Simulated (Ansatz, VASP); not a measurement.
## One calculation of CsEu, two programs

```xyz
2
Lattice="4.4644 0.0000 0.0000 -2.2322 3.8663 0.0000 0.0000 0.0000 8.0086" Properties=species:S:1:pos:R:3 pbc="T T T"
Cs    0.0000    0.0000    4.0043
Eu    2.2322    1.2888    0.0000
```

Alike in both runs: task single point; functional LDA; k mesh 12 × 12 × 5; occupations fermi-dirac, width 0.05 eV; collinear spin.

|  | VASP | Ansatz |
| --- | --- | --- |
| version | VASP 6.6.1 | Ansatz 0.2.0 |
| potentials or method | VASP PAW PBE potentials, release 64 (Cs_sv, Eu) | PAW with Ansatz's default frozen-core files, scalar-relativistic |
| plane-wave cutoff (eV) | 600 | 420 |
| valence electrons in the cell | 26 | 26 |

Ansatz gave:

| Quantity | Value |
| --- | --- |
| pressure (GPa) | -1.1 |
| traceless stress, the component that is largest in VASP (GPa) | 0.05 |
| net moment per atom (μB) | 3.76 |
| size of the moment on the site where the two differ most (μB) | 7.18 |

Task: Estimate VASP's values.

Result: Pressure (GPa): -1.1; traceless stress, the component that is largest in VASP (GPa): 0.07; net moment per atom (μB): 3.74; size of the moment on the site where the two differ most (μB): 6.77.

VASP's potentials were made for PBE, not for LDA. LDA's correlation is that of Perdew and Zunger in VASP and of Perdew and Wang (1992) in Ansatz. Site moments also hang on the region over which each program counts them.

Spin-orbit coupling is off throughout.
